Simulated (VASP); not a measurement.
# MnO (R-3m) in VASP: a series of runs, part 2 of 2

VASP 6.6.1. Earlier steps stand in the parts before.

## Step 4: Single point, PBE+U, collinear spin, antiferromagnetic start

This run uses another cell than the first one, of 11.64 Å³/atom.

Input file INCAR:

```
PREC = Accurate ; ENCUT = 700
EDIFF = 1E-6 ; ISMEAR = 0
SIGMA = 0.05 ; LREAL = False
LASPH = True ; NELM = 200
ALGO = Normal ; ISIF = 2
LWAVE = False ; LCHARG = False
ISPIN = 2 ; MAGMOM = 4.72 -4.72 0 0
LORBIT = 11 ; LMAXMIX = 4
LDAU = True ; LDAUTYPE = 2
LDAUL = 2 -1 ; LDAUU = 3.9 0
LDAUJ = 0 0 ; LDAUPRINT = 1
GGA = PE ; NBANDS = 33
GGA_COMPAT = False
```

Input file KPOINTS:

```
Automatic mesh
0
Gamma
  12 12 6
```

Input file POSCAR:

```
MnO
1.0
    0.0000000000      2.2796939655      2.2796939655
    2.2796939655      0.0000000000      2.2796939655
    4.5067472532      4.5067472532      0.0526406777
Mn O
2 2
Direct
    0.0000000000      0.0000000000      0.0000000000
    0.0000000000      0.0000000000      0.5000000000
    0.5000000006      0.5000000006      0.2499999991
    0.4999999994      0.4999999994      0.7500000009
```

Potentials or basis: VASP PAW PBE potentials, release 64 (Mn_sv, O).

On the command line:

```sh
$ cat potpaw_PBE.64/Mn_sv/POTCAR potpaw_PBE.64/O/POTCAR > POTCAR
$ mpirun -np 1 vasp_std > vasp.out
```

OUTCAR:

```text
PREC = Accurate
   ENCUT = 700
   EDIFF = 1E-6
   ISMEAR = 0
   LREAL = False
   LASPH = True
   NELM = 200
   ISIF = 2
   ISPIN = 2
   LORBIT = 11
   GGA = PE

 ion  position               nearest neighbor table
   1  0.000  0.000  0.000-   3 2.27   3 2.27   4 2.27   4 2.27   3 2.27   4 2.27
   2  0.000  0.000  0.500-   3 2.27   3 2.27   4 2.27   4 2.27   3 2.27   4 2.27
   3  0.500  0.500  0.250-   1 2.27   1 2.27   1 2.27   2 2.27   2 2.27   2 2.27
   4  0.500  0.500  0.750-   1 2.27   1 2.27   1 2.27   2 2.27   2 2.27   2 2.27

  LATTYP: Found a trigonal (rhomboedric) cell.
 ALAT       =     5.4982091173
 COS(alpha) =     0.8280862587

  Lattice vectors:

 A1 = (   4.5067472532,   2.2270532877,  -2.2270532878)
 A2 = (   2.2270532877,   2.2270532877,  -4.5067472533)
 A3 = (   2.2270532877,   4.5067472532,  -2.2270532878)

Analysis of symmetry for initial positions (statically):
=====================================================================
 Subroutine PRICEL returns following result:

  LATTYP: Found a trigonal (rhomboedric) cell.
 ALAT       =     3.1868602358
 COS(alpha) =     0.4882862761
[... 12 lines left out ...]
 Subroutine GETGRP returns: Found 12 space group operations
 (whereof 12 operations were pure point group operations)
 out of a pool of 12 trial point group operations.

The static configuration has the point symmetry D_3d.

Analysis of symmetry for dynamics (positions and initial velocities):
=====================================================================
 Subroutine PRICEL returns following result:

  LATTYP: Found a trigonal (rhomboedric) cell.
 ALAT       =     3.1868602358
 COS(alpha) =     0.4882862761
[... 12 lines left out ...]
 Subroutine GETGRP returns: Found 12 space group operations
 (whereof 12 operations were pure point group operations)
 out of a pool of 12 trial point group operations.

The dynamic configuration has the point symmetry D_3d.

Analysis of structural, dynamic, and magnetic symmetry:
=====================================================================
 Subroutine PRICEL returns following result:

  LATTYP: Found a trigonal (rhomboedric) cell.
 ALAT       =     3.1868602358
 COS(alpha) =     0.4882862761
[... 12 lines left out ...]
 Subroutine GETGRP returns: Found 12 space group operations
 (whereof 12 operations were pure point group operations)
 out of a pool of 12 trial point group operations.

The overall configuration has the point symmetry D_3d.

 Subroutine INISYM returns: Found 12 space group operations
 (whereof 12 operations are pure point group operations),
 and found     2 'primitive' translations

----------------------------------------------------------------------------------------

[... 167 lines left out ...]
  o =  0.9409  v = -0.0041 -0.0020  1.0000 -0.0020 -0.0000  0.0000  0.0000  0.0000  0.0000  0.0000      0.0000  0.0000  0.0000  0.0000  0.0000  0.0000  0.0000  0.0000  0.0000  0.0000

atom =   2  type =  1  l = 2

 onsite density matrix

spin component  1

  0.0139  0.0001  0.0013  0.0001  0.0000
  0.0001  0.0139  0.0006 -0.0001 -0.0011
  0.0013  0.0006  0.0546  0.0006 -0.0000
  0.0001 -0.0001  0.0006  0.0139  0.0011
  0.0000 -0.0011 -0.0000  0.0011  0.0546

spin component  2

  0.9082  0.0001 -0.0001  0.0001  0.0000
  0.0001  0.9082 -0.0001 -0.0001  0.0001
 -0.0001 -0.0001  0.9409 -0.0001  0.0000
  0.0001 -0.0001 -0.0001  0.9082 -0.0001
  0.0000  0.0001  0.0000 -0.0001  0.9409

 occupancies and eigenvectors

  o =  0.0136  v = -0.5774  0.5774  0.0000  0.5774  0.0000  0.0000  0.0000  0.0000  0.0000  0.0000      0.0000  0.0000  0.0000  0.0000  0.0000  0.0000  0.0000  0.0000  0.0000  0.0000
  o =  0.0140  v = -0.8159 -0.4084  0.0379 -0.4075 -0.0000  0.0000  0.0000  0.0000  0.0000  0.0000      0.0000  0.0000  0.0000  0.0000  0.0000  0.0000  0.0000  0.0000  0.0000  0.0000
  o =  0.0140  v = -0.0005  0.7063  0.0000 -0.7069  0.0379  0.0000  0.0000  0.0000  0.0000  0.0000      0.0000  0.0000  0.0000  0.0000  0.0000  0.0000  0.0000  0.0000  0.0000  0.0000
  o =  0.0546  v = -0.0000  0.0268 -0.0000 -0.0268 -0.9993  0.0000  0.0000  0.0000  0.0000  0.0000      0.0000  0.0000  0.0000  0.0000  0.0000  0.0000  0.0000  0.0000  0.0000  0.0000
  o =  0.0546  v =  0.0310  0.0155  0.9993  0.0155 -0.0000  0.0000  0.0000  0.0000  0.0000  0.0000      0.0000  0.0000  0.0000  0.0000  0.0000  0.0000  0.0000  0.0000  0.0000  0.0000
  o =  0.9079  v =  0.0000  0.0000  0.0000  0.0000  0.0000  0.5774 -0.5774 -0.0000 -0.5774 -0.0000      0.0000  0.0000  0.0000  0.0000  0.0000  0.0000  0.0000  0.0000  0.0000  0.0000
  o =  0.9083  v =  0.0000  0.0000  0.0000  0.0000  0.0000  0.8165  0.4082  0.0050  0.4082  0.0000      0.0000  0.0000  0.0000  0.0000  0.0000  0.0000  0.0000  0.0000  0.0000  0.0000
  o =  0.9083  v =  0.0000  0.0000  0.0000  0.0000  0.0000 -0.0000 -0.7071 -0.0000  0.7071  0.0050      0.0000  0.0000  0.0000  0.0000  0.0000  0.0000  0.0000  0.0000  0.0000  0.0000
  o =  0.9409  v =  0.0000  0.0000  0.0000  0.0000  0.0000  0.0000  0.0035  0.0000 -0.0035  1.0000      0.0000  0.0000  0.0000  0.0000  0.0000  0.0000  0.0000  0.0000  0.0000  0.0000
  o =  0.9409  v =  0.0000  0.0000  0.0000  0.0000  0.0000 -0.0041 -0.0020  1.0000 -0.0020 -0.0000      0.0000  0.0000  0.0000  0.0000  0.0000  0.0000  0.0000  0.0000  0.0000  0.0000

 number of electron      41.9999995 magnetization      -0.0000000

 Free energy of the ion-electron system (eV)
  ---------------------------------------------------
  ext. energy  EPLUGINS =         0.00000000
  ---------------------------------------------------
  free energy    TOTEN  =       -30.81393641 eV

  energy without entropy =      -30.81393641  energy(sigma->0) =      -30.81393641

 E-fermi :   7.1669     XC(G=0): -11.5345

 val. band max:        6.9152274249   @ k =   0.0000   0.0000   0.5000
 cond. band min:       8.4354353128   @ k =   0.0000   0.0000   0.0000
 fundamental gap:      1.5202078880
 Fermi energy:         7.1668977536

 spin component 1

 k-point     1 :       0.0000    0.0000    0.0000
  band No.  band energies     occupation
      1     -73.1925      1.00000
      2     -68.1703      1.00000
      3     -41.9727      1.00000
      4     -41.9352      1.00000
      5     -41.9352      1.00000
      6     -37.0347      1.00000
[... 1721 lines left out ...]
     32      19.3153      0.00000
     33      21.2646      0.00000

 [... further k-points ...]

------------------------ aborting loop because EDIFF is reached ----------------------------------------

  FORCE on cell =-STRESS in cart. coord.  units (eV):
  Direction    XX          YY          ZZ          XY          YZ          ZX
  --------------------------------------------------------------------------------------
  -------------------------------------------------------------------------------------
  Total       -1.3971807     -1.3971807     -1.3971807     -0.0170242      0.0170242      0.0170242
  in kB      -48.0685109    -48.0685109    -48.0685109     -0.5857006      0.5857006      0.5857006
  external PRESSURE =     -48.0685109 kB  Pullay stress =       0.0000000 kB

 VOLUME and BASIS-vectors are now :
 -----------------------------------------------------------------------------
  energy-cutoff  :      700.00
  volume of cell :       46.57
      direct lattice vectors                 reciprocal lattice vectors
     0.000000000  2.279693965  2.279693965    -0.220616129  0.218039241  0.220616129
     2.279693965  0.000000000  2.279693965     0.218039241 -0.220616129  0.220616129
     4.506747253  4.506747253  0.052640678     0.111596508  0.111596508 -0.111596508

 POSITION                                       TOTAL-FORCE (eV/Angst)
 -----------------------------------------------------------------------------------
      0.00000      0.00000      0.00000        -0.000000      0.000000     -0.000000
      2.25337      2.25337      0.02632         0.000000      0.000000     -0.000000
      2.26653      2.26653      2.29285         0.000000      0.000000      0.000000
      4.51991      4.51991      2.31917        -0.000000     -0.000000     -0.000000
 -----------------------------------------------------------------------------------
    total drift:                                0.000000      0.000000      0.000000

  FREE ENERGIE OF THE ION-ELECTRON SYSTEM (eV)
  ---------------------------------------------------
  free  energy   TOTEN  =       -30.8139364058 eV

  energy  without entropy=      -30.8139364058  energy(sigma->0) =      -30.81393641

 total charge

# of ion       s       p       d       tot
------------------------------------------
    1        2.110   6.008   4.734  12.852
    2        2.110   6.008   4.734  12.852
    3        1.551   3.425   0.000   4.976
    4        1.551   3.425   0.000   4.976
--------------------------------------------------
tot          7.321  18.865   9.469  35.655

 magnetization (x)

# of ion       s       p       d       tot
------------------------------------------
    1        0.015   0.013   4.438   4.466
    2       -0.015  -0.013  -4.438  -4.466
    3        0.000   0.000   0.000   0.000
    4        0.000   0.000   0.000   0.000
--------------------------------------------------
tot          0.000   0.000   0.000   0.000
```

Run time: 7 min. Hardware: 1 thread of Intel Xeon Platinum 8488C (Sapphire Rapids), shared host; peak memory 0.44 GiB.

Results:

| Quantity | Value |
| --- | --- |
| Free energy | -30.8139 eV |
| Pressure | -4.8 GPa |
| Band gap on the k mesh | 1.52 eV |
| Net moment | 0.00 μB per cell |
| Site moments | Mn +4.47, -4.47; O +0.00 μB |
| Valence electrons inside the program's atomic spheres | Mn 12.85; O 4.98 |

Stress tensor (GPa, compression positive):
```
-4.81 -0.06  0.06
-0.06 -4.81  0.06
 0.06  0.06 -4.81
```

Levels at points of the mesh, in eV from the valence-band top:
Spin up:
| k point | band 19 | band 20 | band 21 | band 22 | band 23 | band 24 |
| --- | --- | --- | --- | --- | --- | --- |
| (0.00, 0.00, 0.00) | -1.48 | -0.56 | -0.56 | 1.52 | 4.65 | 4.72 |
| (0.50, 0.00, 0.00) | -1.89 | -0.35 | -0.28 | 3.81 | 5.45 | 5.48 |
| (0.00, 0.00, 0.50) | -2.00 | 0.00 | 0.00 | 3.75 | 3.88 | 4.66 |
| (0.50, 0.00, 0.50) | -1.73 | -0.55 | -0.24 | 3.60 | 5.26 | 5.58 |
Spin down:
```csv
k point,band 17,band 18,band 19,band 20,band 21,band 22,band 23,band 24,band 25,band 26
"(0.00, 0.00, 0.00)",-1.58,-1.58,-1.48,-0.56,-0.56,1.52,4.65,4.72,4.72,5.38
"(0.50, 0.00, 0.00)",-2.48,-2.22,-1.89,-0.35,-0.28,3.81,5.45,5.48,5.59,5.85
"(0.00, 0.00, 0.50)",-2.22,-2.22,-2.00,0.00,0.00,3.75,3.88,4.66,4.66,4.82
"(0.50, 0.00, 0.50)",-2.67,-2.22,-1.73,-0.55,-0.24,3.60,5.26,5.58,5.63,5.88
```

Eigenvalues of the final occupation matrices:
```
    site  spin  trace               eigenvalues
site 1 d     1   4.61  0.91 0.91 0.91 0.94 0.94
site 1 d     2   0.15  0.01 0.01 0.01 0.05 0.05
site 2 d     1   0.15  0.01 0.01 0.01 0.05 0.05
site 2 d     2   4.61  0.91 0.91 0.91 0.94 0.94
```

Caveat: the cell stands under tension. A k mesh can miss the band edges.

## Step 5: Overview

```csv
potentials or basis,spin,cell,cutoff (eV),gap on the mesh (eV),pressure (GPa),moment (μB)
"VASP PAW PBE potentials, release 64 (Mn_pv, O)","collinear, ferromagnetic start","a = 3.210, b = 3.210, c = 6.336 Å, angles 59.6, 59.6, 60.0°, 4 atoms",600,none,-16.5,0.75
"VASP PAW PBE potentials, release 64 (Mn_sv, O)","collinear, antiferromagnetic start","a = 3.211, b = 3.211, c = 6.339 Å, angles 59.6, 59.6, 60.0°, 4 atoms",700,1.57,-3.0,0.00
"VASP PAW PBE potentials, release 64 (Mn_sv, O)","collinear, antiferromagnetic start","a = 3.224, b = 3.224, c = 6.374 Å, angles 59.6, 59.6, 60.0°, 4 atoms",700,1.52,-4.8,0.00
```

Alike in all rows: task single point; level PBE+U; Mn d U = 3.9 eV; k mesh 12 × 12 × 6; smearing gaussian 0.05 eV.

Caveats: the cell stands under tension.

Total energies depend on the potentials used, so only differences within one code and one set of settings carry meaning.
